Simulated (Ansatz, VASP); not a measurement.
One calculation of GaS3, two programs

Contents of INCAR:

```
PREC = Accurate ; ENCUT = 600
EDIFF = 1E-7 ; ISMEAR = 0
SIGMA = 0.1 ; LREAL = F
LASPH = T ; NELM = 80
ALGO = Normal ; ISIF = 3
LWAVE = F ; LCHARG = F
GGA = PE ; IBRION = 2
NSW = 90 ; EDIFFG = -0.04
```

File KPOINTS:

```
Automatic mesh
0
Gamma
  4 4 4
```

File POSCAR:

```
GaS3
1.0
    4.9143349300      0.0000000000      0.0000000000
    0.0000000000      4.9143349300      0.0000000000
    0.0000000000      0.0000000000      4.9143349300
Ga S
1 3
Direct
    0.0000000000      0.0000000000      0.0000000000
    0.5000000000      0.5000000000      0.0000000000
    0.5000000000      0.0000000000      0.5000000000
    0.0000000000      0.5000000000      0.5000000000
```

Input for Ansatz:

```yaml
crystal:
  lattice:
    - [4.91433493, 0.0, 0.0]
    - [0.0, 4.91433493, 0.0]
    - [0.0, 0.0, 4.91433493]
  atoms:
    - { symbol: Ga, position: [0.0, 0.0, 0.0] }
    - { symbol: S, position: [0.5, 0.5, 0.0] }
    - { symbol: S, position: [0.5, 0.0, 0.5] }
    - { symbol: S, position: [0.0, 0.5, 0.5] }
basis:
  ecutwfc: 420
kpoints:
  mp_grid: { grid: [4, 4, 4] }
hamiltonian:
  xc: pbe
scf:
  occupations: { method: gaussian, width: 0.1 }
  lower_state_search: "off"
output:
  forces: true
  stress: true
  eigenvalues: true
relax:
  adjacent_minimum: "off"
  f_tol: 0.04
  max_steps: 70
  cell: { stress_tol: 0.4 }
```

Change from the starting cell: species swapped into the MgZr3 type (Pm-3m, No. 221).

Alike in both runs: task relaxation of cell and atoms; functional PBE; k mesh 4 × 4 × 4; occupations gaussian, width 0.1 eV; no spin polarisation.

|  | VASP | Ansatz |
| --- | --- | --- |
| version | VASP 6.6.1 | Ansatz 0.2.0 |
| potentials or method | VASP PAW PBE potentials, release 64 (Ga_d, S), cutoff 600 eV | scalar-relativistic, plane waves, PAW |
| valence electrons in the cell | 31 | 31 |

Ansatz gave:

| Quantity | Value |
| --- | --- |
| gap on the k mesh at the Fermi level, each at its own relaxed structure (eV) | none |
| relaxed volume (Å³/atom) | 17.36 |
| relaxed cell length with the largest relative difference (Å) | 4.110 |

Task: What did VASP give for the same quantities?

Result: gap on the k mesh at the Fermi level, each at its own relaxed structure (eV): none; relaxed volume (Å³/atom): 17.28; relaxed cell length with the largest relative difference (Å): 4.104.

A gap of «none» marks a metal or a gap that the smearing closes.

Noted on VASP's run: the volume moved by over 15 % at a fixed basis, so the end points are rough.
